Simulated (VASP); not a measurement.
# CuO (zincblende type) (F-43m) in VASP: notebook, part 2 of 3

VASP 6.6.1. The steps go on from the part before.

**3. Electric field gradients, PBE (11.22 Å³/atom)**

This run uses another cell than the first one, of 11.22 Å³/atom.

The input, INCAR:

```
ALGO = Normal ; EDIFF = 1E-8
ENCUT = 520 ; GGA = PE
ISIF = 2 ; ISMEAR = -1
LASPH = True ; LCHARG = False
LEFG = True ; LREAL = False
LWAVE = False ; NBANDS = 16
NELM = 60 ; PREC = Accurate
SIGMA = 0.05
```

The input, KPOINTS:

```
k-points
0
Gamma
  16 16 16
```

The input, POSCAR:

```
CuO
1.0
    0.0000000000      2.2389537069      2.2389537069
    2.2389537069      0.0000000000      2.2389537069
    2.2389537069      2.2389537069      0.0000000000
Cu O
1 1
Direct
    0.0000000000      0.0000000000      0.0000000000
    0.2500000000      0.2500000000      0.2500000000
```

Potentials or basis: VASP PAW PBE potentials, release 64 (Cu, O).

On the command line:

```console
> cat potpaw_PBE.64/Cu/POTCAR potpaw_PBE.64/O/POTCAR > POTCAR
> mpirun -np 1 vasp_std > vasp.out
```

OUTCAR:

```text
EDIFF = 1E-8
   ENCUT = 520
   GGA = PE
   ISIF = 2
   ISMEAR = -1
   LASPH = True
   LREAL = False
   NELM = 60
   PREC = Accurate

 ion  position               nearest neighbor table
   1  0.000  0.000  0.000-   2 1.94   2 1.94   2 1.94   2 1.94
   2  0.250  0.250  0.250-   1 1.94   1 1.94   1 1.94   1 1.94

  LATTYP: Found a face centered cubic cell.
 ALAT       =     4.4779074138

  Lattice vectors:

 A1 = (   0.0000000000,   2.2389537069,   2.2389537069)
 A2 = (   2.2389537069,   0.0000000000,   2.2389537069)
 A3 = (   2.2389537069,   2.2389537069,   0.0000000000)

Analysis of symmetry for initial positions (statically):
=====================================================================
 Subroutine PRICEL returns:
 Original cell was already a primitive cell.

 Routine SETGRP: Setting up the symmetry group for a
 face centered cubic supercell.

 Subroutine GETGRP returns: Found 24 space group operations
 (whereof 24 operations were pure point group operations)
 out of a pool of 48 trial point group operations.

The static configuration has the point symmetry T_d .

Analysis of symmetry for dynamics (positions and initial velocities):
=====================================================================
 Subroutine PRICEL returns:
 Original cell was already a primitive cell.

 Routine SETGRP: Setting up the symmetry group for a
 face centered cubic supercell.

 Subroutine GETGRP returns: Found 24 space group operations
 (whereof 24 operations were pure point group operations)
 out of a pool of 48 trial point group operations.

The dynamic configuration has the point symmetry T_d .

 Subroutine INISYM returns: Found 24 space group operations
 (whereof 24 operations are pure point group operations),
 and found     1 'primitive' translations

----------------------------------------------------------------------------------------

                                     Primitive cell

  volume of cell :      22.4474

  direct lattice vectors                    reciprocal lattice vectors
     0.000000000  2.238953707  2.238953707    -0.223318597  0.223318597  0.223318597
     2.238953707  0.000000000  2.238953707     0.223318597 -0.223318597  0.223318597
     2.238953707  2.238953707  0.000000000     0.223318597  0.223318597 -0.223318597

  length of vectors
     3.166358698  3.166358698  3.166358698     0.386799156  0.386799156  0.386799156

  position of ions in fractional coordinates (direct lattice)
     0.000000000  0.000000000  0.000000000
     0.250000000  0.250000000  0.250000000

  ion indices of the primitive-cell ions
   primitive index   ion index
                 1           1
                 2           2

----------------------------------------------------------------------------------------

 KPOINTS: k-points

Automatic generation of k-mesh.
[... 71 lines left out ...]
   NFREE  =      0    steps in history (QN), initial steepest desc. (CG)
   ISIF   =      2    stress and relaxation
   ISYM   =      2    0-nonsym 1-usesym 2-fastsym
   POTIM  = 0.5000    time-step for ionic-motion
   TEBEG  =    0.0;   TEEND  =   0.0 temperature during run
   PSTRESS=    0.0 pullay stress
   NELECT =      17.0000    total number of electrons
   NUPDOWN=      -1.0000    fix difference up-down
   EMIN   =  10.00;   EMAX   =-10.00  energy-range for DOS
   EFERMI =   0.00;   METHOD = LEGACY
   ISMEAR =    -1;   SIGMA  =   0.05  broadening in eV -4-tet -1-fermi 0-gaus
   EFERMI_NEDOS =   21; number of points for ismear=-14 and -15
   IALGO  =     38    algorithm
   IMIX   =      4    mixing-type and parameters
     AMIX     =   0.40;   BMIX     =  1.00
     AMIX_MAG =   1.60;   BMIX_MAG =  1.00
  volume/ion in A,a.u.               =      11.22        75.74
  Fermi-wavevector in a.u.,A,eV,Ry     =   1.492231  2.819907 30.296814  2.226753
  Thomas-Fermi vector in A             =   2.604785
   LORBIT       =      0    0 simple, 1 ext, 2 COOP (PROOUT), +10 PAW based schemes
   GGA     = PE    functional components
   LHFCALC =     F    Hartree Fock is set to
   AEXX    =    0.0000 exact exchange contribution
   IVDW    =     0    specifies the selected vdW correction
   LEPSILON=     F    determine dielectric tensor
   LRPA    =     F    only Hartree local field effects (RPA)
 non-spin polarized calculation
  energy-cutoff  :      520.00
  volume of cell :       22.45
 maximum number of plane-waves:       620
   NGX = 11   NGY = 11   NGZ = 11

 number of electron      17.0000006 magnetization

 Free energy of the ion-electron system (eV)
  ---------------------------------------------------
  ext. energy  EPLUGINS =         0.00000000
  ---------------------------------------------------
  free energy    TOTEN  =        -9.55329139 eV

  energy without entropy =       -9.53337224  energy(sigma->0) =       -9.54333182

 E-fermi :   4.3677     XC(G=0): -11.2042

 val. band max:        4.3632874488   @ k =   0.1875   0.1875   0.0000
 cond. band min:       4.3711383583   @ k =   0.1875   0.1250   0.0000
 fundamental gap:      0.0078509095
 Fermi energy:         4.3677284027

 k-point     1 :       0.0000    0.0000    0.0000
  band No.  band energies     occupation
      1     -14.7565      2.00000
      2      -0.7219      2.00000
      3      -0.7219      2.00000
      4      -0.7219      2.00000
      5       2.2499      2.00000
      6       2.2499      2.00000
[... 433 lines left out ...]
      3      -0.6886      2.00000
      4      -0.6886      2.00000
      5       2.2229      2.00000
      6       2.2536      2.00000
[... 8 lines left out ...]
     15      24.2990      0.00000
     16      26.0943      0.00000

 [... further k-points ...]

------------------------ aborting loop because EDIFF is reached ----------------------------------------

  FORCE on cell =-STRESS in cart. coord.  units (eV):
  Direction    XX          YY          ZZ          XY          YZ          ZX
  --------------------------------------------------------------------------------------
  -------------------------------------------------------------------------------------
  Total        0.7363010      0.7363010      0.7363010     -0.0000000     -0.0000000      0.0000000
  in kB       52.5533764     52.5533764     52.5533764     -0.0000000     -0.0000000      0.0000000
  external PRESSURE =      52.5533764 kB  Pullay stress =       0.0000000 kB

 VOLUME and BASIS-vectors are now :
 -----------------------------------------------------------------------------
  energy-cutoff  :      520.00
  volume of cell :       22.45
      direct lattice vectors                 reciprocal lattice vectors
     0.000000000  2.238953707  2.238953707    -0.223318597  0.223318597  0.223318597
     2.238953707  0.000000000  2.238953707     0.223318597 -0.223318597  0.223318597
     2.238953707  2.238953707  0.000000000     0.223318597  0.223318597 -0.223318597

 POSITION                                       TOTAL-FORCE (eV/Angst)
 -----------------------------------------------------------------------------------
      0.00000      0.00000      0.00000         0.000000      0.000000      0.000000
      1.11948      1.11948      1.11948        -0.000000     -0.000000     -0.000000
 -----------------------------------------------------------------------------------
    total drift:                                0.000001      0.000001      0.000001

  FREE ENERGIE OF THE ION-ELECTRON SYSTEM (eV)
  ---------------------------------------------------
  free  energy   TOTEN  =        -9.5532913939 eV

  energy  without entropy=       -9.5333722382  energy(sigma->0) =       -9.54333182

 Electric field gradients (V/A^2)
---------------------------------------------------------------------
 ion       V_xx      V_yy      V_zz      V_xy      V_xz      V_yz
---------------------------------------------------------------------
   1       0.000    -0.000    -0.000     0.001     0.001     0.001
   2      -0.000    -0.000     0.000     0.001     0.001     0.001
---------------------------------------------------------------------

 Electric field gradients after diagonalization (V/A^2)
 (convention: |V_zz| > |V_xx| > |V_yy|)
----------------------------------------------------------------------
 ion       V_xx      V_yy      V_zz     asymmetry (V_yy - V_xx)/ V_zz
----------------------------------------------------------------------
   1      -0.001    -0.001     0.002       0.000
   2      -0.001    -0.001     0.001       0.000
----------------------------------------------------------------------

           NMR quadrupolar parameters

 Cq : quadrupolar parameter    Cq=e*Q*V_zz/h
 eta: asymmetry parameters     (V_yy - V_xx)/ V_zz
 Q  : nuclear electric quadrupole moment in mb (millibarn)
----------------------------------------------------------------------
 ion       Cq(MHz)       eta       Q (mb)
----------------------------------------------------------------------
   1       0.000       0.000       1.000
   2       0.000       0.000       1.000
----------------------------------------------------------------------
```

OSZICAR:

```text
N       E                     dE             d eps       ncg     rms          rms(c)
DAV:   1     0.939923202044E+02    0.93992E+02   -0.82678E+03  4952   0.155E+03
DAV:   2    -0.696496142760E+01   -0.10096E+03   -0.89885E+02  4968   0.283E+02
DAV:   3    -0.125110014604E+02   -0.55460E+01   -0.52774E+01  5816   0.676E+01
DAV:   4    -0.125772675497E+02   -0.66266E-01   -0.66222E-01  5240   0.720E+00
DAV:   5    -0.125784427081E+02   -0.11752E-02   -0.11751E-02  6328   0.101E+00    0.120E+01
DAV:   6    -0.113090408042E+02    0.12694E+01   -0.18766E+01  5296   0.117E+02    0.951E+00
DAV:   7    -0.956478810926E+01    0.17443E+01   -0.62223E+00  5856   0.926E+01    0.164E+00
DAV:   8    -0.957550306094E+01   -0.10715E-01   -0.36830E-01  5000   0.535E+00    0.110E+00
DAV:   9    -0.955549591076E+01    0.20007E-01   -0.41603E-02  8008   0.522E+00    0.430E-01
DAV:  10    -0.955322714837E+01    0.22688E-02   -0.67780E-03  7200   0.179E+00    0.190E-01
DAV:  11    -0.955321601283E+01    0.11136E-04   -0.14495E-03  5896   0.386E-01    0.450E-02
DAV:  12    -0.955328525307E+01   -0.69240E-04   -0.88869E-05  6264   0.126E-01    0.558E-02
DAV:  13    -0.955329188828E+01   -0.66352E-05   -0.53343E-05  5664   0.858E-02    0.924E-03
DAV:  14    -0.955329153112E+01    0.35716E-06   -0.26662E-06  5536   0.142E-02    0.488E-03
DAV:  15    -0.955329140126E+01    0.12986E-06   -0.37784E-07  5792   0.669E-03    0.115E-03
DAV:  16    -0.955329139386E+01    0.74028E-08   -0.47321E-08  6088   0.228E-03
   1 F= -.95532914E+01 E0= -.95433318E+01  d E =-.199192E-01
```

stdout:

```text
POSCAR found type information on POSCAR CuO
 POSCAR found :  2 types and       2 ions
 scaLAPACK will be used
 LDA part: xc-table for (Slater+PW92), standard interpolation
 POSCAR, INCAR and KPOINTS ok, starting setup
 FFT: planning ... GRIDC
 FFT: planning ... GRID_SOFT
 FFT: planning ... GRID
 WAVECAR not read
 entering main loop
ion   1

ion   2
```

Run time: 43 s. Hardware: 1 thread of Intel Xeon 6455B, shared host; peak memory 0.17 GiB.

Results:

```
Free energy                             : -9.5533 eV
Pressure                                : 5.3 GPa
Band gap on the k mesh                  : zero (an odd number of electrons rules out a gap without spin polarisation)
Largest electric field gradient by atom : zero within the noise of the run
```

Levels at points of the mesh, in eV from the Fermi level:
```csv
k point,band 5,band 6,band 7,band 8,band 9,band 10,band 11,band 12,band 13,band 14
"(0.00, 0.00, 0.00)",-2.12,-2.12,0.83,0.83,0.83,1.02,14.56,14.56,14.56,21.31
"(0.50, 0.00, 0.00)",-2.00,-2.00,-1.88,-0.02,-0.02,6.28,8.03,14.15,14.15,18.21
"(0.50, 0.50, 0.00)",-2.39,-1.88,-1.45,-1.19,-1.19,5.89,10.27,11.63,15.09,15.09
```

Caveat: the cell stands under pressure; an odd number of electrons without spin polarisation forces a metal; a magnetic or distorted state may lie lower; semilocal functionals often make such compounds metallic where correlation or magnetic order opens a gap, which also shifts bond lengths.

[end of part 2 of 3]
